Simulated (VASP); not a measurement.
# WC (Fm-3m) in VASP: settings compared

WC is run at these levels: LDA, PBEsol; tasks: single point.

Everything below comes from runs of VASP 6.6.1. Logs are shortened: lines on timing, memory, paths and dates and some standing lists are left out, and cuts for length are marked.

## 1. The cell of the first run

Symmetry: Fm-3m, No. 225, cubic system. Conventional cell: a = 4.385 Å, b = 4.385 Å, c = 4.385 Å, α = 90.00°, β = 90.00°, γ = 90.00°. W (site symmetry m-3m) has 6 C at 2.19 Å within 2.9 Å. C (site symmetry m-3m) has 6 W at 2.19 Å within 2.9 Å.

## 2. Single point, LDA

File INCAR:

```
PREC = Accurate ; ENCUT = 520
EDIFF = 1E-6 ; ISMEAR = -1
SIGMA = 0.05 ; LREAL = F
LASPH = T ; NELM = 80
ALGO = Normal ; ISIF = 2
LWAVE = F ; LCHARG = F
NBANDS = 16
```

File KPOINTS:

```
regular mesh
0
Gamma
  10 10 10
```

File POSCAR:

```
WC
1.0
    0.0000000000      2.1926840000      2.1926840000
    2.1926840000      0.0000000000      2.1926840000
    2.1926840000      2.1926840000      0.0000000000
W C
1 1
Direct
    0.0000000000      0.0000000000      0.0000000000
    0.5000000000      0.5000000000      0.5000000000
```

Potentials or basis: VASP PAW LDA potentials, release 64 (W_sv, C).

Run with:

```bash
> cat potpaw_LDA.64/W_sv/POTCAR potpaw_LDA.64/C/POTCAR > POTCAR
> mpirun -np 1 vasp_std > vasp.out
```

OUTCAR:

```text
PREC = Accurate
   ENCUT = 520
   EDIFF = 1E-6
   ISMEAR = -1
   LREAL = F
   LASPH = T
   NELM = 80
   ISIF = 2

 ion  position               nearest neighbor table
   1  0.000  0.000  0.000-   2 2.19   2 2.19   2 2.19   2 2.19   2 2.19   2 2.19
   2  0.500  0.500  0.500-   1 2.19   1 2.19   1 2.19   1 2.19   1 2.19   1 2.19

  LATTYP: Found a face centered cubic cell.
 ALAT       =     4.3853680000

  Lattice vectors:

 A1 = (   0.0000000000,   2.1926840000,   2.1926840000)
 A2 = (   2.1926840000,   0.0000000000,   2.1926840000)
 A3 = (   2.1926840000,   2.1926840000,   0.0000000000)

Analysis of symmetry for initial positions (statically):
=====================================================================
 Subroutine PRICEL returns:
 Original cell was already a primitive cell.

 Routine SETGRP: Setting up the symmetry group for a
 face centered cubic supercell.

 Subroutine GETGRP returns: Found 48 space group operations
 (whereof 48 operations were pure point group operations)
 out of a pool of 48 trial point group operations.

The static configuration has the point symmetry O_h .

Analysis of symmetry for dynamics (positions and initial velocities):
=====================================================================
 Subroutine PRICEL returns:
 Original cell was already a primitive cell.

 Routine SETGRP: Setting up the symmetry group for a
 face centered cubic supercell.

 Subroutine GETGRP returns: Found 48 space group operations
 (whereof 48 operations were pure point group operations)
 out of a pool of 48 trial point group operations.

The dynamic configuration has the point symmetry O_h .

 Subroutine INISYM returns: Found 48 space group operations
 (whereof 48 operations are pure point group operations),
 and found     1 'primitive' translations

----------------------------------------------------------------------------------------

                                     Primitive cell

  volume of cell :      21.0842

  direct lattice vectors                    reciprocal lattice vectors
     0.000000000  2.192684000  2.192684000    -0.228031034  0.228031034  0.228031034
     2.192684000  0.000000000  2.192684000     0.228031034 -0.228031034  0.228031034
     2.192684000  2.192684000  0.000000000     0.228031034  0.228031034 -0.228031034

  length of vectors
     3.100923451  3.100923451  3.100923451     0.394961337  0.394961337  0.394961337

  position of ions in fractional coordinates (direct lattice)
     0.000000000  0.000000000  0.000000000
     0.500000000  0.500000000  0.500000000

[... 71 lines left out ...]
   LNONCOLLINEAR =      F non collinear calculations
   LSORBIT =      F    spin-orbit coupling
   LASPH  =      T    aspherical Exc in radial PAW
   ENCUT  =  520.0 eV  38.22 Ry    6.18 a.u.   5.77  5.77  5.77*2*pi/ulx,y,z
   NELM   =     80;   NELMIN=  2; NELMDL= -5     # of ELM steps
   EDIFF  = 0.1E-05   stopping-criterion for ELM
   LREAL  =      F    real-space projection
   EDIFFG = 0.1E-04   stopping-criterion for IOM
   NSW    =      0    number of steps for IOM
   IBRION =     -1    ionic relax: 0-MD 1-quasi-New 2-CG
   NFREE  =      0    steps in history (QN), initial steepest desc. (CG)
   ISIF   =      2    stress and relaxation
   ISYM   =      2    0-nonsym 1-usesym 2-fastsym
   POTIM  = 0.5000    time-step for ionic-motion
   TEBEG  =    0.0;   TEEND  =   0.0 temperature during run
   PSTRESS=    0.0 pullay stress
   NELECT =      18.0000    total number of electrons
   NUPDOWN=      -1.0000    fix difference up-down
   EMIN   =  10.00;   EMAX   =-10.00  energy-range for DOS
   EFERMI =   0.00;   METHOD = LEGACY
   ISMEAR =    -1;   SIGMA  =   0.05  broadening in eV -4-tet -1-fermi 0-gaus
   EFERMI_NEDOS =   21; number of points for ismear=-14 and -15
   IALGO  =     38    algorithm
   IMIX   =      4    mixing-type and parameters
     AMIX     =   0.40;   BMIX     =  1.00
     AMIX_MAG =   1.60;   BMIX_MAG =  1.00
  volume/ion in A,a.u.               =      10.54        71.14
  Fermi-wavevector in a.u.,A,eV,Ry     =   1.553029  2.934800 32.815887  2.411900
  Thomas-Fermi vector in A             =   2.657319
   LORBIT       =      0    0 simple, 1 ext, 2 COOP (PROOUT), +10 PAW based schemes
   GGA     = CA    functional components
   LHFCALC =     F    Hartree Fock is set to
   AEXX    =    0.0000 exact exchange contribution
   IVDW    =     0    specifies the selected vdW correction
   LEPSILON=     F    determine dielectric tensor
   LRPA    =     F    only Hartree local field effects (RPA)
 non-spin polarized calculation
  energy-cutoff  :      520.00
  volume of cell :       21.08
 maximum number of plane-waves:       588
   NGX = 11   NGY = 11   NGZ = 11

 number of electron      18.0000001 magnetization

 Free energy of the ion-electron system (eV)
  ---------------------------------------------------
  ext. energy  EPLUGINS =         0.00000000
  ---------------------------------------------------
  free energy    TOTEN  =       -23.79171038 eV

  energy without entropy =      -23.78539312  energy(sigma->0) =      -23.78855175

 E-fermi :  12.3236     XC(G=0): -13.8946

 val. band max:       12.2186895281   @ k =   0.3000   0.2000   0.1000
 cond. band min:      12.3741678347   @ k =  -0.3000   0.3000   0.1000
 fundamental gap:      0.1554783066
 Fermi energy:        12.3236143223

 k-point     1 :       0.0000    0.0000    0.0000
  band No.  band energies     occupation
      1     -62.6729      2.00000
      2     -26.9250      2.00000
      3     -26.9250      2.00000
      4     -26.9250      2.00000
      5      -3.3318      2.00000
      6       9.5260      2.00000
[... 433 lines left out ...]
      3     -27.1055      2.00000
      4     -27.0874      2.00000
      5      -0.8746      2.00000
      6       5.2923      2.00000
[... 8 lines left out ...]
     15      24.0019      0.00000
     16      27.7361      0.00000

 [... further k-points ...]
[... 5 lines left out ...]
  --------------------------------------------------------------------------------------
  -------------------------------------------------------------------------------------
  Total       -1.8481696     -1.8481696     -1.8481696      0.0000000      0.0000000      0.0000000
  in kB     -140.4411115   -140.4411115   -140.4411115      0.0000000      0.0000000      0.0000000
  external PRESSURE =    -140.4411115 kB  Pullay stress =       0.0000000 kB

 VOLUME and BASIS-vectors are now :
 -----------------------------------------------------------------------------
  energy-cutoff  :      520.00
  volume of cell :       21.08
      direct lattice vectors                 reciprocal lattice vectors
     0.000000000  2.192684000  2.192684000    -0.228031034  0.228031034  0.228031034
     2.192684000  0.000000000  2.192684000     0.228031034 -0.228031034  0.228031034
     2.192684000  2.192684000  0.000000000     0.228031034  0.228031034 -0.228031034

 POSITION                                       TOTAL-FORCE (eV/Angst)
 -----------------------------------------------------------------------------------
      0.00000      0.00000      0.00000        -0.000000     -0.000000     -0.000000
      2.19268      2.19268      2.19268         0.000000      0.000000      0.000000
 -----------------------------------------------------------------------------------
    total drift:                                0.000000     -0.000000     -0.000000

  FREE ENERGIE OF THE ION-ELECTRON SYSTEM (eV)
  ---------------------------------------------------
  free  energy   TOTEN  =       -23.7917103824 eV

  energy  without entropy=      -23.7853931203  energy(sigma->0) =      -23.78855175
```

OSZICAR:

```text
N       E                     dE             d eps       ncg     rms          rms(c)
DAV:   1     0.110287312135E+03    0.11029E+03   -0.92628E+03  1504   0.124E+03
DAV:   2    -0.238607444092E+02   -0.13415E+03   -0.12936E+03  1816   0.340E+02
DAV:   3    -0.272760180987E+02   -0.34153E+01   -0.33920E+01  1656   0.507E+01
DAV:   4    -0.272944944042E+02   -0.18476E-01   -0.18475E-01  1904   0.425E+00
DAV:   5    -0.272946283187E+02   -0.13391E-03   -0.13391E-03  1672   0.348E-01    0.308E+01
DAV:   6    -0.239441994908E+02    0.33504E+01   -0.87332E+00  1824   0.277E+01    0.765E+00
DAV:   7    -0.238287550835E+02    0.11544E+00   -0.56546E-01  1552   0.612E+00    0.649E+00
DAV:   8    -0.237938950543E+02    0.34860E-01   -0.96665E-02  1680   0.242E+00    0.141E+00
DAV:   9    -0.237918565705E+02    0.20385E-02   -0.37974E-03  1608   0.540E-01    0.131E-01
DAV:  10    -0.237917097830E+02    0.14679E-03   -0.42014E-04  1816   0.222E-01    0.482E-02
DAV:  11    -0.237917103284E+02   -0.54535E-06   -0.12272E-05  1656   0.348E-02    0.934E-03
DAV:  12    -0.237917103824E+02   -0.54027E-07   -0.35594E-07  1040   0.726E-03
   1 F= -.23791710E+02 E0= -.23788552E+02  d E =-.631726E-02
```

stdout:

```text
POSCAR found type information on POSCAR W C
 POSCAR found :  2 types and       2 ions
 scaLAPACK will be used
 LDA part: xc-table for (Slater(with rela. corr.)+CA(PZ))
 , standard interpolation
 POSCAR, INCAR and KPOINTS ok, starting setup
 FFT: planning ... GRIDC
 FFT: planning ... GRID_SOFT
 FFT: planning ... GRID
 WAVECAR not read
 entering main loop
```

Wall time 9.9 s (1 thread of AMD EPYC 9R45 (Zen 5), shared host); peak memory 0.11 GiB.

What came out:

```yaml
Free_energy: -23.7917 eV
Pressure: -14.0 GPa
Band_gap_on_the_k_mesh: zero (band 9 reaches 13.31 eV, above the bottom of band 10 at 10.14 eV)
```

Levels at points of the mesh, in eV from the Fermi level:
```csv
k point,band 5,band 6,band 7,band 8,band 9,band 10,band 11,band 12,band 13,band 14
"(0.00, 0.00, 0.00)",-15.66,-2.80,-2.80,-2.80,-1.07,-1.07,-1.07,-1.02,-1.02,6.63
"(0.50, 0.00, 0.00)",-10.98,-9.78,-6.60,-6.60,0.98,0.98,2.28,4.99,8.71,8.71
"(0.50, 0.50, 0.00)",-13.44,-5.80,-5.52,-2.48,-2.48,0.79,2.21,2.21,5.41,7.33
```

Caveat: spin-orbit coupling is left out, which moves the levels of the heavy elements.

## 3. Single point, LDA

This run uses another cell than the first one, of 10.75 Å³/atom, 1.020 times its volume.

File INCAR:

```
SYSTEM = WC
PREC     = Accurate       ! precision mode
ENCUT    = 520            ! plane-wave cutoff, eV
EDIFF    = 1E-6           ! SCF threshold, eV
ISMEAR   = -1             ! smearing method
SIGMA    = 0.05           ! smearing width, eV
LREAL    = .False.        ! projectors in reciprocal space
LASPH    = .True.         ! aspherical terms in the spheres
NELM     = 100            ! most SCF steps
ALGO     = Normal         ! electronic algorithm
ISIF     = 2              ! what is computed and relaxed
LWAVE    = .False.        ! write WAVECAR
LCHARG   = .True.         ! write CHGCAR
GGA      = CA             ! functional
LELF     = .True.         ! ELF
LVHAR    = .True.       
NBANDS   = 16             ! bands
```

File KPOINTS:

```
regular mesh
0
Gamma
  10 10 10
  0 0 0
```

File POSCAR:

```
WC
1.0
    0.0000000000      2.2072055093      2.2072055093
    2.2072055093      0.0000000000      2.2072055093
    2.2072055093      2.2072055093      0.0000000000
W C
1 1
Direct
    0.0000000000      0.0000000000      0.0000000000
    0.5000000000      0.5000000000      0.5000000000
```

Potentials or basis: VASP PAW LDA potentials, release 64 (W_sv, C).

Run with:

```bash
> cat potpaw_LDA.64/W_sv/POTCAR potpaw_LDA.64/C/POTCAR > POTCAR
> mpirun -np 1 vasp_std > vasp.out
```

Run time: 11 s. Hardware: 1 thread of AMD EPYC 9R45 (Zen 5), shared host; peak memory 0.11 GiB.

Results (log left out):

| Quantity | Value |
| --- | --- |
| Free energy | -23.7464 eV |
| Pressure | -20.5 GPa |
| Band gap on the k mesh | zero (band 9 reaches 12.96 eV, above the bottom of band 10 at 9.89 eV) |

Levels at points of the mesh, in eV from the Fermi level:
| k point | band 6 | band 7 | band 8 | band 9 | band 10 | band 11 | band 12 | band 13 |
| --- | --- | --- | --- | --- | --- | --- | --- | --- |
| (0.00, 0.00, 0.00) | -2.72 | -2.72 | -2.72 | -1.02 | -1.02 | -1.02 | -1.00 | -1.00 |
| (0.50, 0.00, 0.00) | -9.60 | -6.45 | -6.45 | 0.94 | 0.94 | 2.20 | 4.97 | 8.50 |
| (0.50, 0.50, 0.00) | -5.64 | -5.47 | -2.44 | -2.44 | 0.76 | 2.13 | 2.13 | 5.22 |

Caveat: spin-orbit coupling is left out, which moves the levels of the heavy elements.

## 4. Single point, PBEsol

This run uses another cell than the first one, of 10.96 Å³/atom, 1.040 times its volume.

File INCAR:

```
PREC = Accurate
ENCUT = 520
EDIFF = 1E-6
ISMEAR = -1
SIGMA = 0.05
LREAL = F
LASPH = T
NELM = 60
ALGO = Normal
ISIF = 2
LWAVE = F
LCHARG = F
GGA = PS
NBANDS = 16
```

File KPOINTS:

```
Automatic mesh
0
Gamma
  10 10 10
```

File POSCAR:

```
WC
1.0
    0.0000000000      2.2215384142      2.2215384142
    2.2215384142      0.0000000000      2.2215384142
    2.2215384142      2.2215384142      0.0000000000
W C
1 1
Direct
    0.0000000000      0.0000000000      0.0000000000
    0.5000000000      0.5000000000      0.5000000000
```

Potentials or basis: VASP PAW PBE potentials, release 64 (W_sv, C).

Run with:

```bash
> cat potpaw_PBE.64/W_sv/POTCAR potpaw_PBE.64/C/POTCAR > POTCAR
> mpirun -np 1 vasp_std > vasp.out
```

It took 10 s on 1 thread of AMD EPYC 9R45 (Zen 5), shared host; peak memory 0.12 GiB.

The run converged. Its results:

- Free energy: -22.9175 eV
- Pressure: -21.8 GPa
- Band gap on the k mesh: zero (band 9 reaches 12.63 eV, above the bottom of band 10 at 9.63 eV)

Levels at points of the mesh, in eV from the Fermi level:
```
           k point  band 5  band 6  band 7  band 8  band 9  band 10  band 11  band 12  band 13  band 14
(0.00, 0.00, 0.00)  -15.48   -2.66   -2.66   -2.66   -1.00    -1.00    -1.00    -0.98    -0.98     6.04
(0.50, 0.00, 0.00)  -11.09   -9.51   -6.34   -6.34    0.93     0.93     2.14     4.80     8.36     8.36
(0.50, 0.50, 0.00)  -13.25   -5.53   -5.52   -2.45   -2.45     0.73     2.08     2.08     5.00     6.74
```

Caveat: the PAW data sets were made with another functional, which shifts forces and pressure a little; spin-orbit coupling is left out, which moves the levels of the heavy elements.

(Part 1 of 2 ends here.)
